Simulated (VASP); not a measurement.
WSe2, 3 atoms in the cell. The structure is hexagonal, space group P-6m2 (No. 187). The conventional cell has a = 3.297 Å, b = 3.297 Å, c = 7.184 Å, α = 90.00°, β = 90.00°, γ = 120.00°. W (site symmetry -6m2) has 6 Se at 2.53 Å and 6 W at 3.30 Å within 3.3 Å. Se (site symmetry 3m) has 3 W at 2.53 Å and 6 Se at 3.30 Å within 3.3 Å. 

```yaml
Program: VASP 6.6.1
Task: single point
Functional: PBE
Potentials_or_basis: VASP PAW PBE potentials, release 64 (W_sv, Se)
Cutoff: 520 eV
k_mesh: 12 × 12 × 4
Occupations: gaussian, width 0.01 eV
Spin: no spin polarisation
Dipole_correction: no
Further_INCAR_settings: ALGO = Normal; EDIFF = 1e-07; NBANDS = 20
```

Potentials or basis: VASP PAW PBE potentials, release 64 (W_sv, Se).

The run is started by

```bash
$ cat potpaw_PBE.64/W_sv/POTCAR potpaw_PBE.64/Se/POTCAR > POTCAR
$ mpirun -np 1 vasp_std > vasp.out
```

Hardware: 1 thread of Intel(R) Xeon(R) Platinum 8375C CPU @ 2.90GHz (Ice Lake), on a shared host.

Question: How long does it take, and how much memory?

Answer: It took 110 s on 1 thread of Intel(R) Xeon(R) Platinum 8375C CPU @ 2.90GHz (Ice Lake) (shared host), peak memory 0.24 GiB. Counts: scf iterations 15, k points 57.
